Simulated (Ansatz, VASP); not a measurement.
# Two plane-wave programs on Rb

File INCAR:

```
PREC = Accurate ; ENCUT = 520
EDIFF = 1E-6 ; ISMEAR = -1
SIGMA = 0.1 ; LREAL = F
LASPH = T ; NELM = 80
ALGO = Normal ; ISIF = 2
LWAVE = F ; LCHARG = F
GGA = PE ; NBANDS = 10
```

KPOINTS

```
Automatic mesh
0
Gamma
  10 10 10
```

The input POSCAR:

```
Rb
1.0
   -2.1404929062      2.1404929062      2.1404929062
    2.1404929062     -2.1404929062      2.1404929062
    2.1404929062      2.1404929062     -2.1404929062
Rb
1
Direct
    0.0000000000      0.0000000000      0.0000000000
```

Input for Ansatz:

```yaml
crystal:
  lattice:
    - [-2.1404929062, 2.1404929062, 2.1404929062]
    - [2.1404929062, -2.1404929062, 2.1404929062]
    - [2.1404929062, 2.1404929062, -2.1404929062]
  atoms:
    - { symbol: Rb, position: [0.0, 0.0, 0.0] }
kpoints:
  mp_grid: { grid: [10, 10, 10] }
scf:
  occupations: { method: fermi_dirac, width: 0.1 }
hamiltonian:
  xc: pbe
  pseudopotentials: { kind: nc }
output:
  forces: true
  stress: true
  eigenvalues: true
```

Change from the starting cell: volume scaled by 0.43, norm-conserving files.

Alike in both runs: task single point; functional PBE; k mesh 10 × 10 × 10; occupations fermi-dirac, width 0.1 eV; no spin polarisation.

|  | VASP | Ansatz |
| --- | --- | --- |
| version | VASP 6.6.1 | Ansatz 0.2.0 |
| potentials or method | VASP PAW PBE potentials, release 64 (Rb_sv) | norm-conserving pseudopotentials, scalar-relativistic |
| plane-wave cutoff (eV) | 520 | 630 |
| valence electrons in the cell | 9 | 9 |

```csv
,VASP,Ansatz,Ansatz less VASP
pressure (GPa),10.0,10.0,-0.03
```

The functional is the same, so the differences come from potentials, cutoffs and numerics.
